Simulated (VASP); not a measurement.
# InSe (R3m) in VASP: a series of runs

The runs below take InSe through single point, with PBEsol.

All numbers are computed with VASP 6.6.1; they aren't measurements. Logs are shortened: lines on timing, memory, paths and dates and some standing lists are left out, and cuts for length are marked.

**What was measured.**

From “The Interaction of Hydrogen with the van der Waals Crystal γ-InSe”, 2020, pmc:7321205, for a bulk crystal of InSe at 300 K: band gap 1.25 eV.

The runs below are set against these values where they give the same quantity.

## 1. The cell of the first run

It takes space group R3m (No. 160, trigonal). Conventional cell: a = 4.000 Å, b = 4.000 Å, c = 24.814 Å, α = 90.00°, β = 90.00°, γ = 120.00°. In (site symmetry 3m) has 3 Se at 2.62 Å and 1 In at 2.76 Å within 3.5 Å. In (site symmetry 3m) has 3 Se at 2.62 Å and 1 In at 2.76 Å within 3.5 Å. Se (site symmetry 3m) has 3 In at 2.62 Å within 3.5 Å. Within 3.5 Å of Se (site symmetry 3m) lie 3 In at 2.62 Å.

## 2. Single point, PBEsol

Contents of INCAR:

```
PREC = Accurate ; ENCUT = 500
EDIFF = 1E-6 ; ISMEAR = -1
SIGMA = 0.02 ; LREAL = F
LASPH = T ; NELM = 120
ALGO = Normal ; ISIF = 2
LWAVE = F ; LCHARG = T
GGA = PS ; LELF = T
LVHAR = T ; NBANDS = 27
GGA_COMPAT = F
```

Contents of KPOINTS:

```
Automatic mesh
0
Gamma
  6 6 6
```

Contents of POSCAR:

```
InSe
1.0
    2.0000000000      1.1547010000      8.2712000000
   -2.0000000000      1.1547010000      8.2712000000
    0.0000000000     -2.3094010000      8.2712000000
In Se
2 2
Direct
    0.0000000000      0.0000000000      0.0000000000
    0.1114000000      0.1114000000      0.1114000000
    0.6165000000      0.6165000000      0.6165000000
    0.8281000000      0.8281000000      0.8281000000
```

Potentials or basis: VASP PAW PBE potentials, release 64 (In_d, Se).

The run is started by

```console
> cat potpaw_PBE.64/In_d/POTCAR potpaw_PBE.64/Se/POTCAR > POTCAR
> mpirun -np 1 vasp_std > vasp.out
```

OUTCAR:

```text
PREC = Accurate
   ENCUT = 500
   EDIFF = 1E-6
   ISMEAR = -1
   LREAL = F
   LASPH = T
   NELM = 120
   ISIF = 2
   GGA = PS

 ion  position               nearest neighbor table
   1  0.000  0.000  0.000-   3 2.62   3 2.62   3 2.62   2 2.76
   2  0.111  0.111  0.111-   4 2.62   4 2.62   4 2.62   1 2.76
   3  0.617  0.617  0.617-   1 2.62   1 2.62   1 2.62
   4  0.828  0.828  0.828-   2 2.62   2 2.62   2 2.62

  LATTYP: Found a trigonal (rhomboedric) cell.
 ALAT       =     8.5875540079
 COS(alpha) =     0.8915196442

  Lattice vectors:

 A1 = (   2.0000000000,   1.1547010000,   8.2712000000)
 A2 = (  -2.0000000000,   1.1547010000,   8.2712000000)
 A3 = (   0.0000000000,  -2.3094010000,   8.2712000000)

Analysis of symmetry for initial positions (statically):
=====================================================================
 Subroutine PRICEL returns:
 Original cell was already a primitive cell.

 Routine SETGRP: Setting up the symmetry group for a
 trigonal (rhombohedral) supercell.

 Subroutine GETGRP returns: Found  6 space group operations
 (whereof  6 operations were pure point group operations)
 out of a pool of 12 trial point group operations.

The static configuration has the point symmetry C_3v.

Analysis of symmetry for dynamics (positions and initial velocities):
=====================================================================
 Subroutine PRICEL returns:
 Original cell was already a primitive cell.

 Routine SETGRP: Setting up the symmetry group for a
 trigonal (rhombohedral) supercell.

 Subroutine GETGRP returns: Found  6 space group operations
 (whereof  6 operations were pure point group operations)
 out of a pool of 12 trial point group operations.

The dynamic configuration has the point symmetry C_3v.

 Subroutine INISYM returns: Found  6 space group operations
 (whereof  6 operations are pure point group operations),
 and found     1 'primitive' translations

----------------------------------------------------------------------------------------

                                     Primitive cell

  volume of cell :     114.6091

  direct lattice vectors                    reciprocal lattice vectors
     2.000000000  1.154701000  8.271200000     0.250000000  0.144337551  0.040300475
    -2.000000000  1.154701000  8.271200000    -0.250000000  0.144337551  0.040300475
     0.000000000 -2.309401000  8.271200000     0.000000000 -0.288675103  0.040300492

  length of vectors
     8.587554008  8.587554008  8.587553925     0.291474625  0.291474625  0.291474603

  position of ions in fractional coordinates (direct lattice)
     0.000000000  0.000000000  0.000000000
     0.111400000  0.111400000  0.111400000
     0.616500000  0.616500000  0.616500000
     0.828100000  0.828100000  0.828100000

  ion indices of the primitive-cell ions
   primitive index   ion index
                 1           1
                 2           2
                 3           3
                 4           4

----------------------------------------------------------------------------------------

 KPOINTS: Automatic mesh

Automatic generation of k-mesh.
 Grid dimensions read from file:
 generate k-points for:    6    6    6

 Generating k-lattice:

  Cartesian coordinates                     Fractional coordinates (reciprocal lattice)
     0.041666667  0.024056259  0.006716746     0.166666667 -0.000000000  0.000000000
    -0.041666667  0.024056259  0.006716746    -0.000000000  0.166666667  0.000000000
     0.000000000 -0.048112517  0.006716749     0.000000000  0.000000000  0.166666667

  Length of vectors
     0.048579104  0.048579104  0.048579101

  Shift w.r.t. Gamma in fractional coordinates (k-lattice)
     0.000000000  0.000000000  0.000000000

 Subroutine IBZKPT returns following result:
 ===========================================

 Found     32 irreducible k-points:

 Following reciprocal coordinates:
            Coordinates               Weight
  0.000000  0.000000  0.000000      1.000000
  0.166667  0.000000  0.000000      6.000000
  0.333333  0.000000  0.000000      6.000000
  0.500000  0.000000  0.000000      3.000000
  0.166667  0.166667  0.000000      6.000000
  0.333333  0.166667  0.000000     12.000000
[... 16 lines left out ...]
  0.500000  0.500000  0.166667      6.000000
 -0.333333  0.500000  0.166667     12.000000
 [... further k-points ...]
   k-points           NKPTS =     32   k-points in BZ     NKDIM =     32   number of bands    NBANDS=     27
   number of dos      NEDOS =    301   number of ions     NIONS =      4
   total plane-waves  NPLWV = 262144
   dimension x,y,z NGX =    64 NGY =   64 NGZ =   64
   dimension x,y,z NGXF=   128 NGYF=  128 NGZF=  128
   ions per type =               2   2
   NGX,Y,Z   is equivalent  to a cutoff of  12.39, 12.39, 12.39 a.u.
   NGXF,Y,Z  is equivalent  to a cutoff of  24.78, 24.78, 24.78 a.u.
 SYSTEM =  unknown system
   PREC   = accura    normal or accurate (medium, high low for compatibility)
   ISTART =      0    job   : 0-new  1-cont  2-samecut
   ICHARG =      2    charge: 1-file 2-atom 10-const
   ISPIN  =      1    spin polarized calculation?
   LNONCOLLINEAR =      F non collinear calculations
   LSORBIT =      F    spin-orbit coupling
   LASPH  =      T    aspherical Exc in radial PAW
   ENCUT  =  500.0 eV  36.75 Ry    6.06 a.u.  15.66 15.66 15.66*2*pi/ulx,y,z
   NELM   =    120;   NELMIN=  2; NELMDL= -5     # of ELM steps
   EDIFF  = 0.1E-05   stopping-criterion for ELM
   LREAL  =      F    real-space projection
   EDIFFG = 0.1E-04   stopping-criterion for IOM
   NSW    =      0    number of steps for IOM
   IBRION =     -1    ionic relax: 0-MD 1-quasi-New 2-CG
   NFREE  =      0    steps in history (QN), initial steepest desc. (CG)
   ISIF   =      2    stress and relaxation
   ISYM   =      2    0-nonsym 1-usesym 2-fastsym
   POTIM  = 0.5000    time-step for ionic-motion
   TEBEG  =    0.0;   TEEND  =   0.0 temperature during run
   PSTRESS=    0.0 pullay stress
   NELECT =      38.0000    total number of electrons
   NUPDOWN=      -1.0000    fix difference up-down
   EMIN   =  10.00;   EMAX   =-10.00  energy-range for DOS
   EFERMI =   0.00;   METHOD = LEGACY
   ISMEAR =    -1;   SIGMA  =   0.02  broadening in eV -4-tet -1-fermi 0-gaus
   EFERMI_NEDOS =   21; number of points for ismear=-14 and -15
   IALGO  =     38    algorithm
   IMIX   =      4    mixing-type and parameters
     AMIX     =   0.40;   BMIX     =  1.00
     AMIX_MAG =   1.60;   BMIX_MAG =  1.00
  volume/ion in A,a.u.               =      28.65       193.36
  Fermi-wavevector in a.u.,A,eV,Ry     =   1.133086  2.141223 17.468308  1.283884
  Thomas-Fermi vector in A             =   2.269788
   LORBIT       =      0    0 simple, 1 ext, 2 COOP (PROOUT), +10 PAW based schemes
   GGA     = PS    functional components
   LHFCALC =     F    Hartree Fock is set to
   AEXX    =    0.0000 exact exchange contribution
   IVDW    =     0    specifies the selected vdW correction
   LEPSILON=     F    determine dielectric tensor
   LRPA    =     F    only Hartree local field effects (RPA)
 non-spin polarized calculation
  energy-cutoff  :      500.00
  volume of cell :      114.61
 maximum number of plane-waves:      2941
 NGX is ok and might be reduce to    64
   NGX = 31   NGY = 31   NGZ = 31

 number of electron      37.9999997 magnetization

 Free energy of the ion-electron system (eV)
  ---------------------------------------------------
  ext. energy  EPLUGINS =         0.00000000
  ---------------------------------------------------
  free energy    TOTEN  =       -15.57836945 eV

  energy without entropy =      -15.57836427  energy(sigma->0) =      -15.57836686

 E-fermi :   4.3898     XC(G=0):  -9.1891

 val. band max:        4.2647933807   @ k =   0.5000   0.5000   0.5000
 cond. band min:       4.5147667510   @ k =   0.5000   0.5000   0.5000
 fundamental gap:      0.2499733704
 Fermi energy:         4.3897801347

 k-point     1 :       0.0000    0.0000    0.0000
  band No.  band energies     occupation
      1     -10.6280      2.00000
      2     -10.4193      2.00000
      3     -10.4193      2.00000
      4     -10.3278      2.00000
      5     -10.3278      2.00000
      6     -10.3134      2.00000
[... 19 lines left out ...]
     26       9.5637      0.00000
     27      11.5683      0.00000

 k-point     2 :       0.1667    0.0000    0.0000
  band No.  band energies     occupation
      1     -10.6408      2.00000
      2     -10.5161      2.00000
      3     -10.4525      2.00000
      4     -10.4154      2.00000
      5     -10.3217      2.00000
      6     -10.3078      2.00000
[... 19 lines left out ...]
     26      10.1666      0.00000
     27      10.8772      0.00000

 k-point     3 :       0.3333    0.0000    0.0000
  band No.  band energies     occupation
      1     -10.7353      2.00000
      2     -10.6108      2.00000
      3     -10.5559      2.00000
      4     -10.4141      2.00000
      5     -10.3377      2.00000
      6     -10.2682      2.00000
[... 19 lines left out ...]
     26      10.7422      0.00000
     27      11.4449      0.00000

 k-point     4 :       0.5000    0.0000    0.0000
  band No.  band energies     occupation
      1     -10.7870      2.00000
      2     -10.6713      2.00000
      3     -10.5529      2.00000
      4     -10.4154      2.00000
      5     -10.3454      2.00000
      6     -10.2488      2.00000
[... 19 lines left out ...]
     26      10.5837      0.00000
     27      11.2001      0.00000
[... 516 lines left out ...]
      4     -10.4275      2.00000
      5     -10.3309      2.00000
      6     -10.2610      2.00000
[... 19 lines left out ...]
     26      11.2837      0.00000
     27      11.8028      0.00000

 k-point    23 :       0.5000    0.5000    0.1667
  band No.  band energies     occupation
      1     -10.7235      2.00000
      2     -10.6259      2.00000
      3     -10.5530      2.00000
      4     -10.4146      2.00000
      5     -10.3376      2.00000
      6     -10.2679      2.00000
[... 19 lines left out ...]
     26      11.1986      0.00000
     27      11.5111      0.00000

 k-point    24 :      -0.3333    0.5000    0.1667
  band No.  band energies     occupation
      1     -10.7655      2.00000
      2     -10.6743      2.00000
      3     -10.5522      2.00000
      4     -10.4278      2.00000
      5     -10.3309      2.00000
      6     -10.2609      2.00000
[... 19 lines left out ...]
     26      11.3082      0.00000
     27      11.7338      0.00000

 [... further k-points ...]
[... 5 lines left out ...]
  --------------------------------------------------------------------------------------
  -------------------------------------------------------------------------------------
  Total        0.8749742      0.8749744      0.9764610      0.0000000      0.0000000      0.0000000
  in kB       12.2316946     12.2316973     13.6504292      0.0000000      0.0000006      0.0000000
  external PRESSURE =      12.7046070 kB  Pullay stress =       0.0000000 kB

 VOLUME and BASIS-vectors are now :
 -----------------------------------------------------------------------------
  energy-cutoff  :      500.00
  volume of cell :      114.61
      direct lattice vectors                 reciprocal lattice vectors
     2.000000000  1.154701000  8.271200000     0.250000000  0.144337551  0.040300475
    -2.000000000  1.154701000  8.271200000    -0.250000000  0.144337551  0.040300475
     0.000000000 -2.309401000  8.271200000     0.000000000 -0.288675103  0.040300492

 POSITION                                       TOTAL-FORCE (eV/Angst)
 -----------------------------------------------------------------------------------
      0.00000      0.00000      0.00000         0.000000      0.000000      0.197643
      0.00000      0.00000      2.76424         0.000000     -0.000000     -0.216028
      0.00000      0.00000     15.29758         0.000000     -0.000000     -0.250864
      0.00000      0.00000     20.54814         0.000000      0.000000      0.269249
 -----------------------------------------------------------------------------------
    total drift:                               -0.000000     -0.000005     -0.000389

  FREE ENERGIE OF THE ION-ELECTRON SYSTEM (eV)
  ---------------------------------------------------
  free  energy   TOTEN  =       -15.5783694450 eV

  energy  without entropy=      -15.5783642677  energy(sigma->0) =      -15.57836686
```

Wall time 5.7 min (1 thread of Intel Xeon Platinum 8488C (Sapphire Rapids), shared host); peak memory 0.55 GiB.

What came out:

- Free energy: -15.5784 eV
- Pressure: 1.3 GPa
- Largest force: 0.269 eV/Å
- Band gap on the k mesh: 0.25 eV

Forces in eV/Å, atoms in the order of the input:
```
In   0.000  0.000  0.198
In   0.000  0.000 -0.216
Se   0.000  0.000 -0.251
Se   0.000  0.000  0.269
```

Stress tensor (GPa, compression positive):
```
1.22 0.00 0.00
0.00 1.22 0.00
0.00 0.00 1.37
```

Caveat: the PAW data sets were made with another functional, which shifts forces and pressure a little; spin-orbit coupling is left out, which moves the levels of the heavy elements. A k mesh can miss the band edges.

(Continued in part 2 of 2.)
